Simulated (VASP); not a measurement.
**TaN: single point with PBE**

Crystal: TaN.

```
Ta N
1.0
     5.09208    0.00000    0.00000
    -2.54604    4.40987    0.00000
     0.00000    0.00000    2.91100
Ta N
3 3
Direct
  0.33333 0.66667 0.50000
  0.66667 0.33333 0.50000
  0.00000 0.00000 0.00000
  0.39285 0.00000 0.00000
  0.60715 0.60715 0.00000
  0.00000 0.39285 0.00000
```

This cell differs from its parent crystal: equal xx and yy strain of -2 %.

```
Program             : VASP 6.6.1
Task                : single point
Functional          : PBE
Potentials or basis : VASP PAW PBE potentials, release 64 (Ta_pv, N)
Cutoff              : 520 eV
k mesh              : 6 × 6 × 9
Occupations         : fermi-dirac, width 0.01 eV
Spin                : no spin polarisation
```

| Item | Value |
| --- | --- |
| Pressure | 20.4 GPa |
| Largest force | 0.394 eV/Å |
| Band gap on the k mesh | zero (band 24 reaches 10.31 eV, above the bottom of band 25 at 7.54 eV) |

Forces in eV/Å, atoms in the order of the input:
```
Ta   0.000  0.000  0.000
Ta   0.000  0.000  0.000
Ta   0.000  0.000  0.000
N    0.394  0.000  0.000
N   -0.197 -0.341  0.000
N   -0.197  0.341  0.000
```

Stress tensor (GPa, compression positive):
```
23.78  0.00  0.00
 0.00 23.78  0.00
 0.00  0.00 13.54
```

Levels at points of the mesh, in eV from the Fermi level:
| k point | band 20 | band 21 | band 22 | band 23 | band 24 | band 25 | band 26 | band 27 | band 28 | band 29 |
| --- | --- | --- | --- | --- | --- | --- | --- | --- | --- | --- |
| (0.00, 0.00, 0.00) | -5.13 | -4.47 | -3.54 | -1.80 | -0.93 | -0.93 | 0.41 | 0.41 | 1.92 | 1.92 |
| (0.50, 0.00, 0.00) | -4.81 | -4.04 | -3.89 | -2.87 | -2.71 | 1.16 | 1.82 | 2.05 | 2.38 | 2.44 |

Run time: 28 s on 1 thread of Intel(R) Xeon(R) 6975P-C (Granite Rapids), with other jobs on the host, peak memory 0.22 GiB.

Caveat: the cell differs from its parent crystal (equal xx and yy strain of -2 %); spin-orbit coupling is left out, which moves the levels of the heavy elements.
